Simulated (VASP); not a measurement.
# FeO (Fm-3m) in VASP: further runs, part 2 of 2

VASP 6.6.1. Earlier steps stand in the parts before.

## 3. Single point, LDA, collinear spin, ferromagnetic start

This run uses another cell than the first one, of 10.61 Å³/atom.

File INCAR:

```
ALGO = Normal ; EDIFF = 1E-6
ENCUT = 700 ; GGA = CA
GGA_COMPAT = F ; ISIF = 2
ISMEAR = -1 ; ISPIN = 2
LASPH = T ; LCHARG = F
LMAXMIX = 4 ; LORBIT = 11
LREAL = F ; LWAVE = F
MAGMOM = 3 0 ; NBANDS = 22
NELM = 200 ; PREC = Accurate
SIGMA = 0.05
```

File KPOINTS:

```
k-points
0
Gamma
  11 11 11
```

File POSCAR:

```
FeO
1.0
    0.0000000000      2.1976734774      2.1976734774
    2.1976734774      0.0000000000      2.1976734774
    2.1976734774      2.1976734774      0.0000000000
Fe O
1 1
Direct
    0.0000000000      0.0000000000      0.0000000000
    0.5000000000      0.5000000000      0.5000000000
```

Potentials or basis: VASP PAW LDA potentials, release 64 (Fe_sv, O).

Run with:

```bash
> cat potpaw_LDA.64/Fe_sv/POTCAR potpaw_LDA.64/O/POTCAR > POTCAR
> mpirun -np 1 vasp_std > vasp.out
```

Run time: 36 s. Hardware: 1 thread of Intel Xeon 6975P-C (Granite Rapids), shared host; peak memory 0.19 GiB.

Results (log left out):

| Property | Result |
| --- | --- |
| Free energy | -16.3405 eV |
| Pressure | -24.2 GPa |
| Band gap on the k mesh | zero (filled and empty bands overlap) |
| Net moment | 4.00 μB per cell |
| Site moments | Fe +3.44; O +0.30 μB |
| Valence electrons inside the program's atomic spheres | Fe 13.60; O 4.92 |

Levels at points of the mesh, in eV from the Fermi level:
Spin up:
```csv
k point,band 9,band 10,band 11,band 12,band 13,band 14,band 15,band 16,band 17,band 18
"(0.00, 0.00, 0.00)",-3.57,-3.57,-3.57,-3.34,-3.34,-0.15,15.00,16.46,16.46,16.46
```
Spin down:
```tsv
k point	band 5	band 6	band 7	band 8	band 9	band 10	band 11	band 12	band 13	band 14
(0.00, 0.00, 0.00)	-19.42	-3.03	-3.03	-3.03	-0.67	-0.67	-0.67	0.01	0.01	0.60
```

Caveat: the cell stands under tension; a cell with one magnetic atom can't hold antiferromagnetic order, which such compounds often take; semilocal functionals often make such compounds metallic where correlation or magnetic order opens a gap, which also shifts bond lengths. With open d or f shells a metallic result of LDA can be an artefact of self-interaction; +U or a hybrid may open a gap.

## 4. Single point, BLYP+D4, collinear spin, ferromagnetic start

File INCAR:

```
PREC = Accurate
ENCUT = 700
EDIFF = 1E-6
ISMEAR = -1
SIGMA = 0.05
LREAL = F
LASPH = T
NELM = 200
ALGO = Normal
ISIF = 2
LWAVE = F
LCHARG = F
ISPIN = 2
MAGMOM = 3 0
LORBIT = 11
LMAXMIX = 4
GGA = B5
ALDAX = 1.0
AGGAX = 1.0
AGGAC = 1.0
ALDAC = 0.0
IVDW = 13
VDW_S6 = 1.0
VDW_S8 = 2.34076671
VDW_A1 = 0.44488865
VDW_A2 = 4.0933009
NBANDS = 22
GGA_COMPAT = F
```

File KPOINTS:

```
Automatic mesh
0
Gamma
  11 11 11
```

File POSCAR:

```
FeO
1.0
    0.0000000000      2.1113998987      2.1113998987
    2.1113998987      0.0000000000      2.1113998987
    2.1113998987      2.1113998987      0.0000000000
Fe O
1 1
Direct
    0.0000000000      0.0000000000      0.0000000000
    0.5000000000      0.5000000000      0.5000000000
```

Potentials or basis: VASP PAW PBE potentials, release 64 (Fe_sv, O).

Run with:

```bash
> cat potpaw_PBE.64/Fe_sv/POTCAR potpaw_PBE.64/O/POTCAR > POTCAR
> mpirun -np 1 vasp_std > vasp.out
```

Wall time 82 s (1 thread of Intel Xeon Platinum 8259CL at 2.50GHz (Skylake/Cascade Lake), shared host); peak memory 0.2 GiB.

The run converged. Its results:

| Property | Result |
| --- | --- |
| Free energy | -14.8459 eV |
| Pressure | 12.6 GPa |
| Band gap on the k mesh | zero (filled and empty bands overlap) |
| Net moment | 3.99 μB per cell |
| Site moments | Fe +3.45; O +0.33 μB |
| Valence electrons inside the program's atomic spheres | Fe 13.67; O 5.04 |
| Dispersion energy per atom | -0.481 eV |

Levels at points of the mesh, in eV from the Fermi level:
Spin up:
```csv
k point,band 11,band 12,band 13,band 14,band 15,band 16
"(0.00, 0.00, 0.00)",-3.78,-3.51,-3.51,0.83,16.26,17.93
```
Spin down:
```csv
k point,band 7,band 8,band 9,band 10,band 11,band 12
"(0.00, 0.00, 0.00)",-3.43,-3.43,-0.82,-0.82,-0.82,0.17
```

Caveat: the cell stands under pressure; the PAW data sets were made with another functional, which shifts forces and pressure a little; a cell with one magnetic atom can't hold antiferromagnetic order, which such compounds often take; semilocal functionals often make such compounds metallic where correlation or magnetic order opens a gap, which also shifts bond lengths. With open d or f shells a metallic result of BLYP can be an artefact of self-interaction; +U or a hybrid may open a gap.

## 5. Single point, PBE, collinear spin, ferromagnetic start

This run uses another cell than the first one, of 10.01 Å³/atom.

File INCAR:

```
ALGO = Normal
EDIFF = 1E-6
ENCUT = 700
GGA = PE
GGA_COMPAT = False
ISIF = 2
ISMEAR = -1
ISPIN = 2
LASPH = True
LCHARG = True
LELF = True
LMAXMIX = 4
LORBIT = 11
LREAL = False
LVHAR = True
LWAVE = False
MAGMOM = 3 0
NBANDS = 22
NELM = 200
PREC = Accurate
SIGMA = 0.05
```

File KPOINTS:

```
k-points
0
Gamma
  6 6 6
```

File POSCAR:

```
FeO
1.0
    0.0000000000      2.1554000000      2.1554000000
    2.1554000000      0.0000000000      2.1554000000
    2.1554000000      2.1554000000      0.0000000000
Fe O
1 1
Direct
    0.0000000000      0.0000000000      0.0000000000
    0.5000000000      0.5000000000      0.5000000000
```

Run with:

```bash
> cat potpaw_PBE.64/Fe_sv/POTCAR potpaw_PBE.64/O/POTCAR > POTCAR
> mpirun -np 1 vasp_std > vasp.out
```

Wall time 34 s (1 thread of Intel Xeon Platinum 8375C at 2.90GHz (Ice Lake), shared host); peak memory 0.17 GiB.

It converged, with:

```yaml
Free_energy: -15.0363 eV
Pressure: -1.0 GPa
Band_gap_on_the_k_mesh: zero (filled and empty bands overlap)
Net_moment: 4.00 μB per cell
Site_moments: Fe +3.48; O +0.29 μB
Valence_electrons_inside_the_program's_atomic_spheres: Fe 13.62; O 5.00
```

Levels at points of the mesh, in eV from the Fermi level:
Spin up:
| k point | band 11 | band 12 | band 13 | band 14 | band 15 | band 16 |
| --- | --- | --- | --- | --- | --- | --- |
| (0.00, 0.00, 0.00) | -3.88 | -3.69 | -3.69 | 0.00 | 15.23 | 16.94 |
| (0.50, 0.00, 0.00) | -2.51 | -0.36 | -0.36 | 3.98 | 8.40 | 12.43 |
| (0.50, 0.50, 0.00) | -2.82 | -2.80 | -2.80 | 5.20 | 8.64 | 10.70 |
Spin down:
| k point | band 7 | band 8 | band 9 | band 10 | band 11 | band 12 |
| --- | --- | --- | --- | --- | --- | --- |
| (0.00, 0.00, 0.00) | -3.33 | -3.33 | -0.75 | -0.75 | -0.75 | 0.21 |
| (0.50, 0.00, 0.00) | -5.21 | -5.21 | 0.39 | 0.39 | 0.59 | 2.80 |
| (0.50, 0.50, 0.00) | -4.50 | -4.50 | -2.14 | 0.74 | 0.74 | 0.76 |

Caveat: the k points lie up to 0.42 Å⁻¹ apart, too coarse for converged energies and pressures of a metal; a cell with one magnetic atom can't hold antiferromagnetic order, which such compounds often take; semilocal functionals often make such compounds metallic where correlation or magnetic order opens a gap, which also shifts bond lengths.

## 6. Single point, revPBE, collinear spin, ferromagnetic start

File INCAR:

```
SYSTEM = FeO
PREC = Accurate ; ENCUT = 700
EDIFF = 1E-6 ; ISMEAR = -1
SIGMA = 0.05 ; LREAL = .FALSE.
LASPH = .TRUE. ; NELM = 200
ALGO = Normal ; ISIF = 2
LWAVE = .FALSE. ; LCHARG = .TRUE.
ISPIN = 2 ; MAGMOM = 3 0
LORBIT = 11 ; LMAXMIX = 4
GGA = RE ; LELF = .TRUE.
LVHAR = .TRUE. ; NBANDS = 22
GGA_COMPAT = .FALSE.
```

File KPOINTS:

```
regular mesh
0
G
  11 11 11
  0 0 0
```

File POSCAR:

```
FeO
1.0
    0.0000000000      2.1113998987      2.1113998987
    2.1113998987      0.0000000000      2.1113998987
    2.1113998987      2.1113998987      0.0000000000
Fe O
1 1
Direct
    0.0000000000      0.0000000000      0.0000000000
    0.5000000000      0.5000000000      0.5000000000
```

Potentials or basis: VASP PAW PBE potentials, release 64 (Fe_sv, O).

Run with:

```bash
> cat potpaw_PBE.64/Fe_sv/POTCAR potpaw_PBE.64/O/POTCAR > POTCAR
> mpirun -np 1 vasp_std > vasp.out
```

Wall time 36 s (1 thread of Intel Xeon 6975P-C (Granite Rapids), shared host); peak memory 0.2 GiB.

The run converged. Its results:

```
Free energy                                           : -14.2761 eV
Pressure                                              : 16.0 GPa
Band gap on the k mesh                                : zero (filled and empty bands overlap)
Net moment                                            : 4.00 μB per cell
Site moments                                          : Fe +3.48; O +0.31 μB
Valence electrons inside the program's atomic spheres : Fe 13.65; O 5.04
```

Levels at points of the mesh, in eV from the Fermi level:
Spin up:
```
           k point  band 10  band 11  band 12  band 13  band 14  band 15  band 16  band 17
(0.00, 0.00, 0.00)    -4.00    -4.00    -3.75    -3.75     0.37    15.47    17.48    17.48
```
Spin down:
```csv
k point,band 7,band 8,band 9,band 10,band 11,band 12
"(0.00, 0.00, 0.00)",-3.55,-3.55,-0.82,-0.82,-0.82,0.23
```

Caveat: the cell stands under pressure; the PAW data sets were made with another functional, which shifts forces and pressure a little; a cell with one magnetic atom can't hold antiferromagnetic order, which such compounds often take; semilocal functionals often make such compounds metallic where correlation or magnetic order opens a gap, which also shifts bond lengths. With open d or f shells a metallic result of revPBE can be an artefact of self-interaction; +U or a hybrid may open a gap.

## 7. The runs side by side

| level | potentials or basis | cell | k mesh | gap on the mesh (eV) | pressure (GPa) | moment (μB) |
| --- | --- | --- | --- | --- | --- | --- |
| LDA | VASP PAW LDA potentials, release 64 (Fe_sv, O) | a = 2.986 Å, angles 60.0°, 2 atoms | 11 × 11 × 11 | none | -7.1 | 3.87 |
| LDA | VASP PAW LDA potentials, release 64 (Fe_sv, O) | a = 3.108 Å, angles 60.0°, 2 atoms | 11 × 11 × 11 | none | -24.2 | 4.00 |
| BLYP+D4 | VASP PAW PBE potentials, release 64 (Fe_sv, O) | a = 2.986 Å, angles 60.0°, 2 atoms | 11 × 11 × 11 | none | 12.6 | 3.99 |
| PBE | VASP PAW PBE potentials, release 64 (Fe_sv, O) | a = 3.048 Å, angles 60.0°, 2 atoms | 6 × 6 × 6 | none | -1.0 | 4.00 |
| revPBE | VASP PAW PBE potentials, release 64 (Fe_sv, O) | a = 2.986 Å, angles 60.0°, 2 atoms | 11 × 11 × 11 | none | 16.0 | 4.00 |

Alike in all rows: task single point; spin collinear, ferromagnetic start; cutoff (eV) 700; smearing fermi-dirac 0.05 eV.

Caveats: some runs use coarse meshes; a cell with one magnetic atom can't hold antiferromagnetic order, which such compounds often take; semilocal functionals often make such compounds metallic where correlation or magnetic order opens a gap, which also shifts bond lengths; the cell stands under tension (at least some runs); the cell stands under pressure (at least some runs); the PAW data sets were made with another functional, which shifts forces and pressure a little (at least some runs).

Total energies depend on the potentials used, so only differences within one code and one set of settings carry meaning.
